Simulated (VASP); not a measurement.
# K2CuSbBr6 (Fm-3m) in VASP: single point with LDA

Aim: the single point of K2CuSbBr6 with LDA.

Everything below comes from runs of VASP 6.6.1. Logs are shortened: lines on timing, memory, paths and dates and some standing lists are left out, and cuts for length are marked.

### Step 1. The cell of the first run

Symmetry: Fm-3m, No. 225, cubic system. The conventional cell has a = 10.934 Å, b = 10.934 Å, c = 10.934 Å, α = 90.00°, β = 90.00°, γ = 90.00°. Within 5.1 Å of K (site symmetry -43m) lie 12 Br at 3.87 Å and 4 Cu at 4.73 Å and 4 Sb at 4.73 Å. Cu (site symmetry m-3m) has 6 Br at 2.64 Å within 3.5 Å. Sb (site symmetry m-3m) has 6 Br at 2.83 Å within 3.7 Å. Br (site symmetry 4mm) has 1 Cu at 2.64 Å and 1 Sb at 2.83 Å within 3.5 Å.

### Step 2. Single point, LDA

INCAR

```
SYSTEM = K2CuSbBr6
ALGO     = Normal         ! electronic algorithm
EDIFF    = 1E-6           ! SCF threshold, eV
ENCUT    = 520            ! plane-wave cutoff, eV
ISIF     = 2              ! what is computed and relaxed
ISMEAR   = 0              ! smearing method
LASPH    = .True.         ! aspherical terms in the spheres
LCHARG   = .False.        ! write CHGCAR
LREAL    = .False.        ! projectors in reciprocal space
LWAVE    = .False.        ! write WAVECAR
NBANDS   = 49             ! bands
NELM     = 80             ! most SCF steps
PREC     = Accurate       ! precision mode
SIGMA    = 0.01           ! smearing width, eV
```

KPOINTS

```
k-points
0
Gamma
  3 3 3
  0 0 0
```

POSCAR

```
K2CuSbBr6
1.0
    0.0000000000      5.4668710000      5.4668710000
    5.4668710000      0.0000000000      5.4668710000
    5.4668710000      5.4668710000      0.0000000000
K Cu Sb Br
2 1 1 6
Direct
    0.2500000000      0.2500000000      0.2500000000
    0.7500000000      0.7500000000      0.7500000000
    0.0000000000      0.0000000000      0.0000000000
    0.5000000000      0.5000000000      0.5000000000
    0.2416080000      0.7583920000      0.7583920000
    0.7583920000      0.7583920000      0.2416080000
    0.7583920000      0.2416080000      0.2416080000
    0.7583920000      0.2416080000      0.7583920000
    0.2416080000      0.7583920000      0.2416080000
    0.2416080000      0.2416080000      0.7583920000
```

Potentials or basis: VASP PAW LDA potentials, release 64 (K_sv, Cu, Sb, Br).

The run is started by

```bash
$ cat potpaw_LDA.64/K_sv/POTCAR potpaw_LDA.64/Cu/POTCAR potpaw_LDA.64/Sb/POTCAR potpaw_LDA.64/Br/POTCAR > POTCAR
$ mpirun -np 1 vasp_std > vasp.out
```

OUTCAR:

```text
SYSTEM = K2CuSbBr6
   EDIFF = 1E-6
   ENCUT = 520
   ISIF = 2
   ISMEAR = 0
   LASPH = .True.
   LREAL = .False.
   NELM = 80
   PREC = Accurate

 ion  position               nearest neighbor table
   1  0.250  0.250  0.250-
   2  0.750  0.750  0.750-
   3  0.000  0.000  0.000-   5 2.64   6 2.64   7 2.64   8 2.64   9 2.64  10 2.64
   4  0.500  0.500  0.500-   5 2.83   6 2.83   7 2.83   8 2.83   9 2.83  10 2.83
   5  0.242  0.758  0.758-   3 2.64   4 2.83
   6  0.758  0.758  0.242-   3 2.64   4 2.83
   7  0.758  0.242  0.242-   3 2.64   4 2.83
   8  0.758  0.242  0.758-   3 2.64   4 2.83
   9  0.242  0.758  0.242-   3 2.64   4 2.83
  10  0.242  0.242  0.758-   3 2.64   4 2.83

  LATTYP: Found a face centered cubic cell.
 ALAT       =    10.9337420000

  Lattice vectors:

 A1 = (   0.0000000000,   5.4668710000,   5.4668710000)
 A2 = (   5.4668710000,   0.0000000000,   5.4668710000)
 A3 = (   5.4668710000,   5.4668710000,   0.0000000000)

Analysis of symmetry for initial positions (statically):
=====================================================================
 Subroutine PRICEL returns:
 Original cell was already a primitive cell.

 Routine SETGRP: Setting up the symmetry group for a
 face centered cubic supercell.

 Subroutine GETGRP returns: Found 48 space group operations
 (whereof 48 operations were pure point group operations)
 out of a pool of 48 trial point group operations.

The static configuration has the point symmetry O_h .

Analysis of symmetry for dynamics (positions and initial velocities):
=====================================================================
 Subroutine PRICEL returns:
 Original cell was already a primitive cell.

 Routine SETGRP: Setting up the symmetry group for a
 face centered cubic supercell.

 Subroutine GETGRP returns: Found 48 space group operations
 (whereof 48 operations were pure point group operations)
 out of a pool of 48 trial point group operations.

The dynamic configuration has the point symmetry O_h .

 Subroutine INISYM returns: Found 48 space group operations
 (whereof 48 operations are pure point group operations),
 and found     1 'primitive' translations

----------------------------------------------------------------------------------------

                                     Primitive cell

[... 91 lines left out ...]
   ISIF   =      2    stress and relaxation
   ISYM   =      2    0-nonsym 1-usesym 2-fastsym
   POTIM  = 0.5000    time-step for ionic-motion
   TEBEG  =    0.0;   TEEND  =   0.0 temperature during run
   PSTRESS=    0.0 pullay stress
   NELECT =      76.0000    total number of electrons
   NUPDOWN=      -1.0000    fix difference up-down
   EMIN   =  10.00;   EMAX   =-10.00  energy-range for DOS
   EFERMI =   0.00;   METHOD = LEGACY
   ISMEAR =     0;   SIGMA  =   0.01  broadening in eV -4-tet -1-fermi 0-gaus
   EFERMI_NEDOS =   21; number of points for ismear=-14 and -15
   IALGO  =     38    algorithm
   IMIX   =      4    mixing-type and parameters
     AMIX     =   0.40;   BMIX     =  1.00
     AMIX_MAG =   1.60;   BMIX_MAG =  1.00
  volume/ion in A,a.u.               =      32.68       220.52
  Fermi-wavevector in a.u.,A,eV,Ry     =   1.006771  1.902521 13.790690  1.013587
  Thomas-Fermi vector in A             =   2.139534
   LORBIT       =      0    0 simple, 1 ext, 2 COOP (PROOUT), +10 PAW based schemes
   GGA     = CA    functional components
   LHFCALC =     F    Hartree Fock is set to
   AEXX    =    0.0000 exact exchange contribution
   IVDW    =     0    specifies the selected vdW correction
   LEPSILON=     F    determine dielectric tensor
   LRPA    =     F    only Hartree local field effects (RPA)
 non-spin polarized calculation
 Gauss-broadening in eV      SIGMA  =   0.01
  energy-cutoff  :      520.00
  volume of cell :      326.77
 maximum number of plane-waves:      8808
 NGX is ok and might be reduce to    60
   NGX = 29   NGY = 29   NGZ = 29

 number of electron      75.9999985 magnetization

 Free energy of the ion-electron system (eV)
  ---------------------------------------------------
  ext. energy  EPLUGINS =         0.00000000
  ---------------------------------------------------
  free energy    TOTEN  =       -33.90075066 eV

  energy without entropy =      -33.90075066  energy(sigma->0) =      -33.90075066

 E-fermi :   1.0056     XC(G=0):  -8.3676

 val. band max:        0.9417817893   @ k =  -0.3333   0.3333   0.0000
 cond. band min:       1.9177298701   @ k =   0.3333   0.0000   0.0000
 fundamental gap:      0.9759480808
 Fermi energy:         1.0056242562

 k-point     1 :       0.0000    0.0000    0.0000
  band No.  band energies     occupation
      1     -28.6450      2.00000
      2     -28.6445      2.00000
      3     -13.9548      2.00000
      4     -13.3636      2.00000
      5     -13.3636      2.00000
      6     -13.3636      2.00000
[... 197 lines left out ...]
     48       7.1154      0.00000
     49       7.1577      0.00000

------------------------ aborting loop because EDIFF is reached ----------------------------------------

  FORCE on cell =-STRESS in cart. coord.  units (eV):
  Direction    XX          YY          ZZ          XY          YZ          ZX
  --------------------------------------------------------------------------------------
  -------------------------------------------------------------------------------------
  Total       -6.0539952     -6.0539952     -6.0539952     -0.0000000     -0.0000000      0.0000000
  in kB      -29.6828900    -29.6828900    -29.6828900     -0.0000000     -0.0000000      0.0000000
  external PRESSURE =     -29.6828900 kB  Pullay stress =       0.0000000 kB

 VOLUME and BASIS-vectors are now :
 -----------------------------------------------------------------------------
  energy-cutoff  :      520.00
  volume of cell :      326.77
      direct lattice vectors                 reciprocal lattice vectors
     0.000000000  5.466871000  5.466871000    -0.091459996  0.091459996  0.091459996
     5.466871000  0.000000000  5.466871000     0.091459996 -0.091459996  0.091459996
     5.466871000  5.466871000  0.000000000     0.091459996  0.091459996 -0.091459996

 POSITION                                       TOTAL-FORCE (eV/Angst)
 -----------------------------------------------------------------------------------
      2.73344      2.73344      2.73344        -0.000000      0.000000     -0.000000
      8.20031      8.20031      8.20031        -0.000000      0.000000      0.000000
      0.00000      0.00000      0.00000        -0.000000      0.000000     -0.000000
      5.46687      5.46687      5.46687        -0.000000      0.000000      0.000000
      8.29206      5.46687      5.46687         0.085660      0.000000      0.000000
      5.46687      5.46687      8.29206        -0.000000      0.000000      0.085660
      2.64168      5.46687      5.46687        -0.085660      0.000000      0.000000
      5.46687      8.29206      5.46687        -0.000000      0.085660      0.000000
      5.46687      2.64168      5.46687        -0.000000     -0.085660      0.000000
      5.46687      5.46687      2.64168        -0.000000      0.000000     -0.085660
 -----------------------------------------------------------------------------------
    total drift:                               -0.000000     -0.000000     -0.000000

  FREE ENERGIE OF THE ION-ELECTRON SYSTEM (eV)
  ---------------------------------------------------
  free  energy   TOTEN  =       -33.9007506628 eV

  energy  without entropy=      -33.9007506628  energy(sigma->0) =      -33.90075066
```

OSZICAR:

```text
N       E                     dE             d eps       ncg     rms          rms(c)
DAV:   1     0.689782813819E+03    0.68978E+03   -0.30135E+04   392   0.136E+03
DAV:   2     0.709623797278E+02   -0.61882E+03   -0.58185E+03   429   0.348E+02
DAV:   3    -0.298847894012E+02   -0.10085E+03   -0.99633E+02   560   0.141E+02
DAV:   4    -0.350940721186E+02   -0.52093E+01   -0.51814E+01   536   0.342E+01
DAV:   5    -0.353691595227E+02   -0.27509E+00   -0.27493E+00   640   0.695E+00    0.103E+01
DAV:   6    -0.345772651059E+02    0.79189E+00   -0.14822E+01   576   0.368E+01    0.666E+00
DAV:   7    -0.338900473915E+02    0.68722E+00   -0.37431E+00   528   0.505E+01    0.390E+00
DAV:   8    -0.339220535307E+02   -0.32006E-01   -0.74284E-01   472   0.268E+00    0.171E+00
DAV:   9    -0.339031820219E+02    0.18872E-01   -0.24257E-01   616   0.662E+00    0.545E-01
DAV:  10    -0.339008946998E+02    0.22873E-02   -0.53965E-02   608   0.383E+00    0.195E-01
DAV:  11    -0.339008919948E+02    0.27050E-05   -0.72662E-03   560   0.103E+00    0.118E-01
DAV:  12    -0.339007680359E+02    0.12396E-03   -0.20338E-03   608   0.686E-01    0.466E-02
DAV:  13    -0.339007476846E+02    0.20351E-04   -0.33701E-04   632   0.248E-01    0.147E-02
DAV:  14    -0.339007522796E+02   -0.45949E-05   -0.59297E-05   600   0.946E-02    0.109E-02
DAV:  15    -0.339007505818E+02    0.16978E-05   -0.14661E-05   440   0.593E-02    0.203E-03
DAV:  16    -0.339007506628E+02   -0.81055E-07   -0.11970E-06   336   0.525E-03
   1 F= -.33900751E+02 E0= -.33900751E+02  d E =-.498890E-20
```

stdout:

```text
POSCAR found type information on POSCAR K CuSbBr
 POSCAR found :  4 types and      10 ions
 scaLAPACK will be used
 LDA part: xc-table for (Slater(with rela. corr.)+CA(PZ))
 , standard interpolation
 POSCAR, INCAR and KPOINTS ok, starting setup
 FFT: planning ... GRIDC
 FFT: planning ... GRID_SOFT
 FFT: planning ... GRID
 WAVECAR not read
 entering main loop
```

It took 3.9 min on 1 thread of Intel Xeon 8259CL, shared host; peak memory 0.42 GiB.

Results:

```yaml
Free_energy: -33.9008 eV
Pressure: -3.0 GPa
Largest_force: 0.086 eV/Å
Band_gap_on_the_k_mesh: 0.98 eV (least direct gap 1.63 eV)
```

Forces in eV/Å, atoms in the order of the input:
```
K    0.000  0.000  0.000
K    0.000  0.000  0.000
Cu   0.000  0.000  0.000
Sb   0.000  0.000  0.000
Br   0.086  0.000  0.000
Br   0.000  0.000  0.086
Br  -0.086  0.000  0.000
Br   0.000  0.086  0.000
Br   0.000 -0.086  0.000
Br   0.000  0.000 -0.086
```

Levels at points of the mesh, in eV from the valence-band top:
```csv
k point,band 36,band 37,band 38,band 39,band 40,band 41
"(0.00, 0.00, 0.00)",-1.06,-0.18,-0.18,1.72,1.72,1.72
```

Caveat: spin-orbit coupling is left out, which moves the levels of the heavy elements; an odd mesh through Γ misses points on the zone boundary, where band edges can lie.
